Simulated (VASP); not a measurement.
A run of VASP 6.6.1 is set up as follows.

INCAR

```
SYSTEM = BaZrO3
PREC = Accurate
ENCUT = 600
EDIFF = 1E-6
ISMEAR = -1
SIGMA = 0.02
LREAL = .False.
LASPH = .True.
NELM = 120
ALGO = Normal
ISIF = 2
LWAVE = .False.
LCHARG = .True.
GGA = PE
LELF = .True.
LVHAR = .True.
NBANDS = 28
GGA_COMPAT = .False.
```

The input KPOINTS:

```
Automatic mesh
0
Gamma
  5 5 5
  0 0 0
```

File POSCAR:

```
BaZrO3
1.0
    4.1637645964      0.0000000000      0.0000000000
    0.0000000000      4.1637645964      0.0000000000
    0.0000000000      0.0000000000      4.2470398883
Ba Zr O
1 1 3
Direct
    0.0000000000      0.0000000000      0.0000000000
    0.5000000000      0.5000000000      0.5000000000
    0.0000000000      0.5000000000      0.5000000000
    0.5000000000      0.0000000000      0.5000000000
    0.5000000000      0.5000000000      0.0000000000
```

Potentials or basis: VASP PAW PBE potentials, release 64 (Ba_sv, Zr_sv, O).

Launch:

```console
$ cat potpaw_PBE.64/Ba_sv/POTCAR potpaw_PBE.64/Zr_sv/POTCAR potpaw_PBE.64/O/POTCAR > POTCAR
$ mpirun -np 1 vasp_std > vasp.out
```

Problem. What does it give for the pressure?

Solution. 5.0 GPa.

Problem. What does it give for the band gap on the k mesh?

Solution. 3.26 eV, indirect (least direct gap 3.37 eV).

Stress tensor (GPa, compression positive):
```
6.60 0.00 0.00
0.00 6.60 0.00
0.00 0.00 1.94
```

Caveat: spin-orbit coupling is left out, which moves the levels of the heavy elements. PBE gaps usually lie below the measured ones, often by a third to a half.
